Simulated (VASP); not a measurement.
# GePt (P6/mmm) in VASP: a series of runs

The runs below take GePt through relaxation of cell and atoms, single point, with PBE.

Everything below comes from runs of VASP 6.6.1. Logs are shortened: lines on timing, memory, paths and dates and some standing lists are left out, and cuts for length are marked.

## Step 1: The cell of the first run

It takes space group P6/mmm (No. 191, hexagonal). Conventional cell: a = 4.502 Å, b = 4.502 Å, c = 4.987 Å, α = 90.00°, β = 90.00°, γ = 120.00°. Ge (site symmetry -6m2) has 2 Pt at 2.49 Å and 3 Ge at 2.60 Å within 3.3 Å. Within 3.3 Å of Pt (site symmetry -6m2) lie 2 Ge at 2.49 Å and 3 Pt at 2.60 Å.

The cell was generated, and may not be a known phase.

## Step 2: Relaxation of cell and atoms, PBE

The input, INCAR:

```
PREC = Accurate
ENCUT = 600
EDIFF = 1E-7
ISMEAR = 0
SIGMA = 0.1
LREAL = False
LASPH = True
NELM = 80
ALGO = Normal
ISIF = 3
LWAVE = False
LCHARG = False
GGA = PE
IBRION = 2
NSW = 100
EDIFFG = -0.01
```

The input, KPOINTS:

```
regular mesh
0
Gamma
  12 12 10
```

The input, POSCAR:

```
GePt
1.0
    4.5020050355      0.0000000000      0.0000000000
   -2.2510025177      3.8988507287      0.0000000000
    0.0000000000      0.0000000000      4.9868145413
Ge Pt
2 2
Direct
    0.3333333333      0.6666666667      0.0000000000
    0.6666666667      0.3333333333      0.0000000000
    0.3333333333      0.6666666667      0.5000000000
    0.6666666667      0.3333333333      0.5000000000
```

Potentials or basis: VASP PAW PBE potentials, release 64 (Ge_d, Pt).

The run is started by

```
$ cat potpaw_PBE.64/Ge_d/POTCAR potpaw_PBE.64/Pt/POTCAR > POTCAR
$ mpirun -np 1 vasp_std > vasp.out
```

OUTCAR:

```text
PREC = Accurate
   ENCUT = 600
   EDIFF = 1E-7
   ISMEAR = 0
   LREAL = False
   LASPH = True
   NELM = 80
   ISIF = 3
   GGA = PE
   IBRION = 2
   NSW = 100
   EDIFFG = -0.01

 ion  position               nearest neighbor table
   1  0.333  0.667  0.000-   3 2.49   3 2.49   2 2.60   2 2.60   2 2.60
   2  0.667  0.333  0.000-   4 2.49   4 2.49   1 2.60   1 2.60   1 2.60
   3  0.333  0.667  0.500-   1 2.49   1 2.49   4 2.60   4 2.60   4 2.60
   4  0.667  0.333  0.500-   2 2.49   2 2.49   3 2.60   3 2.60   3 2.60

  LATTYP: Found a hexagonal cell.
 ALAT       =     4.5020050355
 C/A-ratio  =     1.1076874641

  Lattice vectors:

 A1 = (   4.5020050355,   0.0000000000,   0.0000000000)
 A2 = (  -2.2510025177,   3.8988507287,   0.0000000000)
 A3 = (   0.0000000000,   0.0000000000,   4.9868145413)

Analysis of symmetry for initial positions (statically):
=====================================================================
 Subroutine PRICEL returns:
 Original cell was already a primitive cell.

 Routine SETGRP: Setting up the symmetry group for a
 hexagonal supercell.

 Subroutine GETGRP returns: Found 24 space group operations
 (whereof 24 operations were pure point group operations)
 out of a pool of 24 trial point group operations.

The static configuration has the point symmetry D_6h.

Analysis of symmetry for dynamics (positions and initial velocities):
=====================================================================
 Subroutine PRICEL returns:
 Original cell was already a primitive cell.

 Routine SETGRP: Setting up the symmetry group for a
 hexagonal supercell.

 Subroutine GETGRP returns: Found 24 space group operations
 (whereof 24 operations were pure point group operations)
 out of a pool of 24 trial point group operations.

The dynamic configuration has the point symmetry D_6h.

 Subroutine INISYM returns: Found 24 space group operations
 (whereof 24 operations are pure point group operations),
 and found     1 'primitive' translations

----------------------------------------------------------------------------------------

                                     Primitive cell

  volume of cell :      87.5318

  direct lattice vectors                    reciprocal lattice vectors
     4.502005035  0.000000000  0.000000000     0.222123252  0.128242919  0.000000000
    -2.251002518  3.898850729  0.000000000     0.000000000  0.256485839  0.000000000
     0.000000000  0.000000000  4.986814541     0.000000000  0.000000000  0.200528813

  length of vectors
     4.502005035  4.502005035  4.986814541     0.256485839  0.256485839  0.200528813

  position of ions in fractional coordinates (direct lattice)
     0.333333333  0.666666667  0.000000000
     0.666666667  0.333333333  0.000000000
     0.333333333  0.666666667  0.500000000
     0.666666667  0.333333333  0.500000000

  ion indices of the primitive-cell ions
   primitive index   ion index
                 1           1
                 2           2
                 3           3
                 4           4

----------------------------------------------------------------------------------------

 KPOINTS: regular mesh

Automatic generation of k-mesh.
 Grid dimensions read from file:
 generate k-points for:   12   12   10

 Generating k-lattice:

  Cartesian coordinates                     Fractional coordinates (reciprocal lattice)
     0.018510271  0.010686910  0.000000000     0.083333333  0.000000000  0.000000000
     0.000000000  0.021373820  0.000000000     0.000000000  0.083333333  0.000000000
     0.000000000  0.000000000  0.020052881     0.000000000  0.000000000  0.100000000

  Length of vectors
     0.021373820  0.021373820  0.020052881

  Shift w.r.t. Gamma in fractional coordinates (k-lattice)
     0.000000000  0.000000000  0.000000000

 Subroutine IBZKPT returns following result:
 ===========================================

 Found    114 irreducible k-points:

 Following reciprocal coordinates:
            Coordinates               Weight
  0.000000  0.000000  0.000000      1.000000
[... 33 lines left out ...]
   ISIF   =      3    stress and relaxation
   ISYM   =      2    0-nonsym 1-usesym 2-fastsym
   POTIM  = 0.5000    time-step for ionic-motion
   TEBEG  =    0.0;   TEEND  =   0.0 temperature during run
   PSTRESS=    0.0 pullay stress
   NELECT =      48.0000    total number of electrons
   NUPDOWN=      -1.0000    fix difference up-down
   EMIN   =  10.00;   EMAX   =-10.00  energy-range for DOS
   EFERMI =   0.00;   METHOD = LEGACY
   ISMEAR =     0;   SIGMA  =   0.10  broadening in eV -4-tet -1-fermi 0-gaus
   EFERMI_NEDOS =   21; number of points for ismear=-14 and -15
   IALGO  =     38    algorithm
   IMIX   =      4    mixing-type and parameters
     AMIX     =   0.40;   BMIX     =  1.00
     AMIX_MAG =   1.60;   BMIX_MAG =  1.00
  volume/ion in A,a.u.               =      21.88       147.67
  Fermi-wavevector in a.u.,A,eV,Ry     =   1.339985  2.532205 24.430079  1.795560
  Thomas-Fermi vector in A             =   2.468334
   LORBIT       =      0    0 simple, 1 ext, 2 COOP (PROOUT), +10 PAW based schemes
   GGA     = PE    functional components
   LHFCALC =     F    Hartree Fock is set to
   AEXX    =    0.0000 exact exchange contribution
   IVDW    =     0    specifies the selected vdW correction
   LEPSILON=     F    determine dielectric tensor
   LRPA    =     F    only Hartree local field effects (RPA)
 conjugate gradient relaxation of ions
 non-spin polarized calculation
 Gauss-broadening in eV      SIGMA  =   0.10
  energy-cutoff  :      600.00
  volume of cell :       87.53
 maximum number of plane-waves:      2952
 NGX is ok and might be reduce to    36
   NGX = 17   NGY = 17   NGZ = 19

--------------------------------------- Ionic step        1  -------------------------------------------

 number of electron      48.0000022 magnetization

 Free energy of the ion-electron system (eV)
  ---------------------------------------------------
  ext. energy  EPLUGINS =         0.00000000
  ---------------------------------------------------
  free energy    TOTEN  =       -20.61080908 eV

  energy without entropy =      -20.60556520  energy(sigma->0) =      -20.60818714

------------------------ aborting loop because EDIFF is reached ----------------------------------------

  FORCE on cell =-STRESS in cart. coord.  units (eV):
  Direction    XX          YY          ZZ          XY          YZ          ZX
  --------------------------------------------------------------------------------------
  -------------------------------------------------------------------------------------
  Total        0.2895696      0.2895696     -0.7642030      0.0000000     -0.0000000      0.0000000
  in kB        5.3002677      5.3002677    -13.9879314      0.0000000     -0.0000000      0.0000000
  external PRESSURE =      -1.1291320 kB  Pullay stress =       0.0000000 kB
[... 137 lines left out ...]
  energy  without entropy=      -20.6100369057  energy(sigma->0) =      -20.61233909

--------------------------------------- Ionic step        5  -------------------------------------------

 number of electron      48.0000032 magnetization

 Free energy of the ion-electron system (eV)
  ---------------------------------------------------
  ext. energy  EPLUGINS =         0.00000000
  ---------------------------------------------------
  free energy    TOTEN  =       -20.61479703 eV

  energy without entropy =      -20.61017244  energy(sigma->0) =      -20.61248473

 E-fermi :   5.3173     XC(G=0): -10.4746

 val. band max:        5.2717194132   @ k =   0.3333   0.2500   0.1000
 cond. band min:       5.3288817456   @ k =   0.3333   0.1667   0.0000
 fundamental gap:      0.0571623325
 Fermi energy:         5.3172615490

 k-point     1 :       0.0000    0.0000    0.0000
  band No.  band energies     occupation
      1     -19.2297      2.00000
      2     -19.2297      2.00000
      3     -19.2285      2.00000
      4     -19.1652      2.00000
      5     -19.1652      2.00000
      6     -19.1463      2.00000
[... 733 lines left out ...]
     27       7.5213      0.00000
     28       9.0718      0.00000

 [... further k-points ...]
[... 5 lines left out ...]
  --------------------------------------------------------------------------------------
  -------------------------------------------------------------------------------------
  Total       -0.0016744     -0.0016744     -0.0053623     -0.0000000      0.0000000     -0.0000000
  in kB       -0.0305825     -0.0305825     -0.0979432     -0.0000000      0.0000000     -0.0000000
  external PRESSURE =      -0.0530361 kB  Pullay stress =       0.0000000 kB
[... 19 lines left out ...]
  FREE ENERGIE OF THE ION-ELECTRON SYSTEM (eV)
  ---------------------------------------------------
  free  energy   TOTEN  =       -20.6147970295 eV

  energy  without entropy=      -20.6101724378  energy(sigma->0) =      -20.61248473

 reached required accuracy - stopping structural energy minimisation
```

Wall time 6.7 min (1 thread of Intel Xeon 6975P-C (Granite Rapids), shared host); peak memory 0.45 GiB.

Results:

```yaml
Free_energy: -20.6148 eV
Relaxed_volume: 21.93 Å³/atom
Relaxed_cell: a = 4.522 Å, b = 4.522 Å, c = 4.953 Å, α = 90.00°, β = 90.00°, γ = 120.00°
Space_group_after_relaxing_to_0.1_Å: P6/mmm (No. 191)
Energy_gained_by_relaxing: 1.0 meV/atom
Ionic_steps: 5
Pressure_after_relaxing: 0.0 GPa
Band_gap_on_the_k_mesh: zero (bands 24 and 25 overlap by 0.93 eV)
```

The path:
| step | energy change (eV) | largest force (eV/Å) | pressure (GPa) | volume (Å³) |
| --- | --- | --- | --- | --- |
| 1 | 0.0000 | 0.0000 | -0.11 | 87.53 |
| 2 | -0.0033 | 0.0000 | 0.54 | 87.33 |
| 3 | -0.0036 | 0.0000 | 0.35 | 87.38 |
| 4 | -0.0038 | 0.0000 | -0.22 | 87.93 |
| 5 | -0.0040 | 0.0000 | -0.01 | 87.72 |

Final structure:
```
Ge Pt
1.0
     4.52225    0.00000    0.00000
    -2.26112    3.91638    0.00000
     0.00000    0.00000    4.95281
Ge Pt
2 2
Direct
  0.33333 0.66667 0.00000
  0.66667 0.33333 0.00000
  0.33333 0.66667 0.50000
  0.66667 0.33333 0.50000
```

Levels at points of the mesh, in eV from the Fermi level:
```csv
k point,band 21,band 22,band 23,band 24,band 25,band 26,band 27,band 28
"(0.00, 0.00, 0.00)",-1.48,-1.48,-1.23,-1.23,-0.51,1.35,2.88,3.07
"(0.50, 0.00, 0.00)",-1.10,-0.47,-0.46,-0.18,1.02,1.10,1.38,1.60
"(0.00, 0.00, 0.50)",-2.46,-1.77,-1.77,0.26,0.26,3.70,3.70,5.44
"(0.50, 0.00, 0.50)",-1.37,-1.23,-0.46,-0.43,0.61,0.84,3.11,6.59
```

Caveat: spin-orbit coupling is left out, which moves the levels of the heavy elements.

## Step 3: Single point, PBE

This run uses another cell than the first one, of 17.18 Å³/atom.

The input, INCAR:

```
PREC = Accurate
ENCUT = 520
EDIFF = 1E-6
ISMEAR = 0
SIGMA = 0.1
LREAL = False
LASPH = True
NELM = 80
ALGO = Normal
ISIF = 2
LWAVE = False
LCHARG = False
GGA = PE
NBANDS = 32
```

The input, KPOINTS:

```
Automatic mesh
0
Gamma
  6 6 4
```

The input, POSCAR:

```
GePt
1.0
    4.1914240800      0.0000000000      0.0000000000
   -2.0957120400      3.6298797300      0.0000000000
    0.0000000000      0.0000000000      4.5173326000
Ge Pt
2 2
Direct
    0.3333333300      0.6666666700      0.0000000000
    0.6666666700      0.3333333300      0.0000000000
    0.3333333300      0.6666666700      0.5000000000
    0.6666666700      0.3333333300      0.5000000000
```

Potentials or basis: VASP PAW PBE potentials, release 64 (Ge_d, Pt).

The run is started by

```
$ cat potpaw_PBE.64/Ge_d/POTCAR potpaw_PBE.64/Pt/POTCAR > POTCAR
$ mpirun -np 1 vasp_std > vasp.out
```

Wall time 35 s (1 thread of Intel Xeon Platinum 8488C (Sapphire Rapids), shared host); peak memory 0.2 GiB.

The run converged. Its results:

| Item | Value |
| --- | --- |
| Free energy | -18.2548 eV |
| Pressure | 48.1 GPa |
| Band gap on the k mesh | zero (bands 24 and 25 overlap by 0.88 eV) |

Stress tensor (GPa, compression positive):
```
37.16  0.00  0.00
 0.00 37.16  0.00
 0.00  0.00 70.10
```

Levels at points of the mesh, in eV from the Fermi level:
```tsv
k point	band 22	band 23	band 24	band 25	band 26	band 27
(0.00, 0.00, 0.00)	-2.38	-2.02	-2.02	-0.23	2.86	2.86
(0.50, 0.00, 0.00)	-0.93	-0.47	-0.46	0.92	1.04	1.90
(0.00, 0.00, 0.50)	-2.89	-2.89	0.21	0.21	3.83	3.83
(0.50, 0.00, 0.50)	-2.01	-0.90	-0.74	0.56	0.62	2.59
```

Caveat: the stress differs along the axes, from 37 to 70 GPa; spin-orbit coupling is left out, which moves the levels of the heavy elements.

## Step 4: Single point, PBE

The input, INCAR:

```
SYSTEM = GePt
  ALGO = Normal
  EDIFF = 1E-7
  ENCUT = 520
  GGA = PE
  ISIF = 2
  ISMEAR = 0
  LASPH = .TRUE.
  LCHARG = .FALSE.
  LREAL = .FALSE.
  LWAVE = .FALSE.
  NBANDS = 32
  NELM = 60
  PREC = Accurate
  SIGMA = 0.1
```

The input, KPOINTS:

```
k-points
0
G
  6 6 4
  0 0 0
```

The input, POSCAR:

```
GePt
1.0
    4.5020050355      0.0000000000      0.0000000000
   -2.2510025177      3.8988507287      0.0000000000
    0.0000000000      0.0000000000      4.9868145413
Ge Pt
2 2
Direct
    0.3333333333      0.6666666667      0.0000000000
    0.6666666667      0.3333333333      0.0000000000
    0.3333333333      0.6666666667      0.5000000000
    0.6666666667      0.3333333333      0.5000000000
```

The run is started by

```
$ cat potpaw_PBE.64/Ge_d/POTCAR potpaw_PBE.64/Pt/POTCAR > POTCAR
$ mpirun -np 1 vasp_std > vasp.out
```

Wall time 59 s (1 thread of Intel Xeon Platinum 8488C (Sapphire Rapids), shared host); peak memory 0.24 GiB.

The run converged. Its results:

| Item | Value |
| --- | --- |
| Free energy | -20.5932 eV |
| Pressure | 0.0 GPa |
| Band gap on the k mesh | zero (bands 24 and 25 overlap by 0.97 eV) |

Stress tensor (GPa, compression positive):
```
-0.12  0.00  0.00
 0.00 -0.12  0.00
 0.00  0.00  0.13
```

Levels at points of the mesh, in eV from the Fermi level:
```tsv
k point	band 21	band 22	band 23	band 24	band 25	band 26	band 27	band 28
(0.00, 0.00, 0.00)	-1.38	-1.38	-1.18	-1.18	-0.55	1.41	3.02	3.14
(0.50, 0.00, 0.00)	-0.99	-0.43	-0.42	-0.10	1.08	1.10	1.40	1.62
(0.00, 0.00, 0.50)	-2.44	-1.65	-1.65	0.25	0.25	3.74	3.74	5.58
(0.50, 0.00, 0.50)	-1.33	-1.11	-0.46	-0.41	0.69	0.86	3.18	6.68
```

Caveat: spin-orbit coupling is left out, which moves the levels of the heavy elements.

## Step 5: Relaxation of cell and atoms, PBE

This run uses another cell than the first one, of 17.18 Å³/atom.

The input, INCAR:

```
SYSTEM = GePt
PREC = Accurate
ENCUT = 600
EDIFF = 1E-7
ISMEAR = 0
SIGMA = 0.1
LREAL = .False.
LASPH = .True.
NELM = 60
ALGO = Normal
ISIF = 3
LWAVE = .False.
LCHARG = .False.
GGA = PE
IBRION = 2
NSW = 90
EDIFFG = -0.04
```

The input, KPOINTS:

```
Automatic mesh
0
Gamma
  6 6 4
  0 0 0
```

The input, POSCAR:

```
GePt
1.0
    4.1914240800      0.0000000000      0.0000000000
   -2.0957120400      3.6298797300      0.0000000000
    0.0000000000      0.0000000000      4.5173326000
Ge Pt
2 2
Direct
    0.3333333300      0.6666666700      0.0000000000
    0.6666666700      0.3333333300      0.0000000000
    0.3333333300      0.6666666700      0.5000000000
    0.6666666700      0.3333333300      0.5000000000
```

The run is started by

```
$ cat potpaw_PBE.64/Ge_d/POTCAR potpaw_PBE.64/Pt/POTCAR > POTCAR
$ mpirun -np 1 vasp_std > vasp.out
```

It took 5.5 min on 1 thread of Intel Xeon Platinum 8488C (Sapphire Rapids), shared host; peak memory 0.24 GiB.

It converged, with:

| Item | Value |
| --- | --- |
| Free energy | -20.5872 eV |
| Relaxed volume | 21.86 Å³/atom |
| Relaxed cell | a = 4.498 Å, b = 4.498 Å, c = 4.991 Å, α = 90.00°, β = 90.00°, γ = 120.00° |
| Space group after relaxing (to 0.1 Å) | P6/mmm (No. 191) |
| Energy gained by relaxing | 583.1 meV/atom |
| Ionic steps | 10 |
| Pressure after relaxing | 0.0 GPa |
| Band gap on the k mesh | zero (bands 24 and 25 overlap by 0.99 eV) |

The path:
```tsv
step	energy change (eV)	largest force (eV/Å)	pressure (GPa)	volume (Å³)
1	0.0000	0.0000	48.19	68.73
2	1.1894	0.0000	-14.34	133.20
3	-2.2814	0.0000	-3.15	89.82
4	-2.3146	0.0000	-1.00	87.84
5	-2.3202	0.0000	0.52	86.60
6	-2.3198	0.0000	0.02	86.99
7	-2.3312	0.0000	-0.48	87.73
8	-2.3316	0.0000	-0.59	87.91
9	-2.3317	0.0000	0.61	87.01
10	-2.3326	0.0000	-0.02	87.44
```

Final structure:
```xyz
4
Lattice="4.4979 0.0000 0.0000 -2.2490 3.8953 0.0000 0.0000 0.0000 4.9908" Properties=species:S:1:pos:R:3 pbc="T T T"
Ge    0.0000    2.5969    0.0000
Ge    2.2490    1.2984    0.0000
Pt    0.0000    2.5969    2.4954
Pt    2.2490    1.2984    2.4954
```

Levels at points of the mesh, in eV from the Fermi level:
| k point | band 21 | band 22 | band 23 | band 24 | band 25 | band 26 | band 27 | band 28 |
| --- | --- | --- | --- | --- | --- | --- | --- | --- |
| (0.00, 0.00, 0.00) | -1.37 | -1.37 | -1.18 | -1.18 | -0.56 | 1.41 | 3.03 | 3.15 |
| (0.50, 0.00, 0.00) | -0.98 | -0.43 | -0.41 | -0.10 | 1.08 | 1.10 | 1.41 | 1.62 |
| (0.00, 0.00, 0.50) | -2.44 | -1.64 | -1.64 | 0.25 | 0.25 | 3.75 | 3.75 | 5.60 |
| (0.50, 0.00, 0.50) | -1.33 | -1.10 | -0.47 | -0.40 | 0.70 | 0.86 | 3.19 | 6.69 |

Caveat: the volume moved by over 15 % at a fixed basis, so the end points are rough; spin-orbit coupling is left out, which moves the levels of the heavy elements.

## Step 6: Single point, PBE

This run uses another cell than the first one, of 21.94 Å³/atom.

The input, INCAR:

```
PREC = Accurate ; ENCUT = 520
EDIFF = 1E-6 ; ISMEAR = 0
SIGMA = 0.1 ; LREAL = False
LASPH = True ; NELM = 60
ALGO = Normal ; ISIF = 2
LWAVE = False ; LCHARG = False
GGA = PE ; NBANDS = 32
```

The input, KPOINTS:

```
Automatic mesh
0
Gamma
  12 12 10
```

The input, POSCAR:

```
GePt
1.0
    4.5255269270      0.0000000000      0.0000000000
   -2.2627634635      3.9192212843      0.0000000000
    0.0000000000      0.0000000000      4.9485887097
Ge Pt
2 2
Direct
    0.3333333333      0.6666666667      0.0000000000
    0.6666666667      0.3333333333      0.0000000000
    0.3333333333      0.6666666667      0.5000000000
    0.6666666667      0.3333333333      0.5000000000
```

Potentials or basis: VASP PAW PBE potentials, release 64 (Ge_d, Pt).

The run is started by

```
$ cat potpaw_PBE.64/Ge_d/POTCAR potpaw_PBE.64/Pt/POTCAR > POTCAR
$ mpirun -np 1 vasp_std > vasp.out
```

Wall time 4.1 min (1 thread of Intel Xeon Platinum 8488C (Sapphire Rapids), shared host); peak memory 0.41 GiB.

It converged, with:

```yaml
Free_energy: -20.6145 eV
Pressure: -0.1 GPa
Band_gap_on_the_k_mesh: zero (bands 24 and 25 overlap by 0.93 eV)
```

Stress tensor (GPa, compression positive):
```
-0.15  0.00  0.00
 0.00 -0.15  0.00
 0.00  0.00  0.10
```

Levels at points of the mesh, in eV from the Fermi level:
```csv
k point,band 22,band 23,band 24,band 25,band 26,band 27
"(0.00, 0.00, 0.00)",-1.49,-1.23,-1.23,-0.50,1.35,2.87
"(0.50, 0.00, 0.00)",-0.48,-0.45,-0.18,1.01,1.11,1.38
"(0.00, 0.00, 0.50)",-1.78,-1.78,0.27,0.27,3.70,3.70
"(0.50, 0.00, 0.50)",-1.24,-0.47,-0.43,0.60,0.84,3.10
```

Caveat: spin-orbit coupling is left out, which moves the levels of the heavy elements.

## Step 7: Summary

```csv
task,cell,k mesh,cutoff (eV),gap on the mesh (eV),pressure (GPa),relaxed volume (Å³/atom)
relaxation of cell and atoms,"relaxed from a = 4.502, b = 4.502, c = 4.987 Å, angles 90.0, 90.0, 120.0°, 4 atoms",12 × 12 × 10,600,none,0.0,21.93
single point,"a = 4.191, b = 4.191, c = 4.517 Å, angles 90.0, 90.0, 120.0°, 4 atoms",6 × 6 × 4,520,none,48.1,-
single point,"a = 4.502, b = 4.502, c = 4.987 Å, angles 90.0, 90.0, 120.0°, 4 atoms",6 × 6 × 4,520,none,0.0,-
relaxation of cell and atoms,"relaxed from a = 4.191, b = 4.191, c = 4.517 Å, angles 90.0, 90.0, 120.0°, 4 atoms",6 × 6 × 4,600,none,0.0,21.86
single point,"a = 4.526, b = 4.526, c = 4.949 Å, angles 90.0, 90.0, 120.0°, 4 atoms",12 × 12 × 10,520,none,-0.1,-
```

Alike in all rows: level PBE; potentials or basis VASP PAW PBE potentials, release 64 (Ge_d, Pt); no spin polarisation; smearing gaussian 0.1 eV.

Caveats: spin-orbit coupling is left out, which moves the levels of the heavy elements; the stress differs along the axes, from 37 to 70 GPa (at least some runs); the volume moved by over 15 % at a fixed basis, so the end points are rough (at least some runs).

Absolute energies hang on the potentials; compare differences alone.

The gap in the log of VASP goes by the Fermi energy; the results here count the filled bands.